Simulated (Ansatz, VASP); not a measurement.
**One calculation of GaB, two programs**

POSCAR

```
GaB
1.0
    2.7715523584      0.0000000000      0.0000000000
    0.0000000000      2.7715523584      0.0000000000
    0.0000000000      0.0000000000      3.2996812121
Ga B
1 1
Direct
    0.5000000000      0.5000000000      0.5000000000
    0.0000000000      0.0000000000      0.0000000000
```

File INCAR.step1:

```
ALGO     = Normal         # electronic algorithm
EDIFF    = 1E-5           # SCF threshold, eV
ENCUT    = 520            # plane-wave cutoff, eV
GGA      = PE             # functional
ISIF     = 2              # what is computed and relaxed
ISMEAR   = -1             # smearing method
LASPH    = T              # aspherical terms in the spheres
LCHARG   = F              # write CHGCAR
LREAL    = F              # projectors in reciprocal space
LWAVE    = T              # write WAVECAR
NBANDS   = 15             # bands
NELM     = 60             # most SCF steps
PREC     = Accurate       # precision mode
SIGMA    = 0.05           # smearing width, eV
```

File INCAR.step2:

```
ALGO     = Normal         # electronic algorithm
EDIFF    = 1E-6           # SCF threshold, eV
ENCUT    = 520            # plane-wave cutoff, eV
GGA      = PE             # functional
HFSCREEN = 0.2079         # screening, 1/A
ISIF     = 2              # what is computed and relaxed
ISMEAR   = -1             # smearing method
ISTART   = 1            
LASPH    = T              # aspherical terms in the spheres
LCHARG   = F              # write CHGCAR
LHFCALC  = T              # exact exchange
LREAL    = F              # projectors in reciprocal space
LWAVE    = F              # write WAVECAR
NBANDS   = 15             # bands
NELM     = 60             # most SCF steps
PREC     = Accurate       # precision mode
PRECFOCK = Normal       
SIGMA    = 0.05           # smearing width, eV
```

The input KPOINTS:

```
k-points
0
Gamma
  5 5 4
```

Contents of input.yaml:

```yaml
crystal:
  lattice:
    - [2.7715523584, 0.0, 0.0]
    - [0.0, 2.7715523584, 0.0]
    - [0.0, 0.0, 3.2996812121]
  atoms:
    - { symbol: Ga, position: [0.5, 0.5, 0.5] }
    - { symbol: B, position: [0.0, 0.0, 0.0] }
hamiltonian:
  xc: hse06
  pseudopotentials: { kind: paw }
kpoints:
  mp_grid: { grid: [5, 5, 4] }
scf:
  occupations: { method: fermi_dirac, width: 0.05 }
output:
  forces: true
  stress: true
  eigenvalues: true
```

Alike in both runs: task single point; functional HSE06; k mesh 5 × 5 × 4; occupations fermi-dirac, width 0.05 eV; no spin polarisation.

|  | VASP | Ansatz |
| --- | --- | --- |
| version | VASP 6.6.1 | Ansatz 0.2.0 |
| potentials or method | VASP PAW PBE potentials, release 64 (Ga_d, B) | Ansatz PAW |
| plane-wave cutoff (eV) | 520 | 420 |
| valence electrons in the cell | 16 | 16 |

Ansatz gave:

| Item | Value |
| --- | --- |
| gap on the k mesh at the Fermi level (eV) | none |
| pressure (GPa) | -9.3 |
| traceless stress, the component that is largest in VASP (GPa) | -0.41 |

Q: Estimate VASP's values.

A: gap on the k mesh at the Fermi level (eV): none; pressure (GPa): -9.0; traceless stress, the component that is largest in VASP (GPa): -0.43.

A gap of «none» marks a metal or a gap that the smearing closes.

The k mesh is coarse, so the values compare programs but aren't converged.
